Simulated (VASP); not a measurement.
Runs of VASP 6.6.1 on SrCl2. The structure is that of space group Fm-3m (No. 225), or close to it. The cells are those of the table. 

```csv
task,level,potentials or basis,cell,k mesh,cutoff (eV),smearing,GW scheme,GW iterations,cutoff of the response function,frequency points,empty bands,gap on the mesh (eV),pressure (GPa)
single point,LDA,"VASP PAW LDA potentials, release 64 (Sr_sv, Cl)","a = 4.807 Å, angles 60.0°, 3 atoms",6 × 6 × 6,520,fermi-dirac 0.02 eV,-,-,-,-,-,(c),0.2
single point,PBE,"VASP PAW PBE potentials, release 64 (Sr_sv, Cl)","a = 4.946 Å, angles 60.0°, 3 atoms",4 × 4 × 4,520,gaussian 0.01 eV,-,-,-,-,-,5.31,(a)
single point,PBE,"VASP PAW PBE potentials, release 64 (Sr_sv, Cl)","a = 4.977 Å, angles 60.0°, 3 atoms",6 × 6 × 6,520,fermi-dirac 0.02 eV,-,-,-,-,-,5.24,0.1
single point,r2SCAN,"VASP PAW PBE potentials, release 64 (Sr_sv, Cl)","a = 4.946 Å, angles 60.0°, 3 atoms",6 × 6 × 6,520,gaussian 0.01 eV,-,-,-,-,-,(b),0.0
```

Alike in all rows: no spin polarisation.

**Question.** Fill in the values left out.

**Answer.** (a) 0.8; (b) 5.94; (c) 5.09.

Caveats: the PAW data sets were made with another functional, which shifts forces and pressure a little (some runs).

A k mesh can miss the band edges, and the runs leave out spin-orbit coupling on Sr.
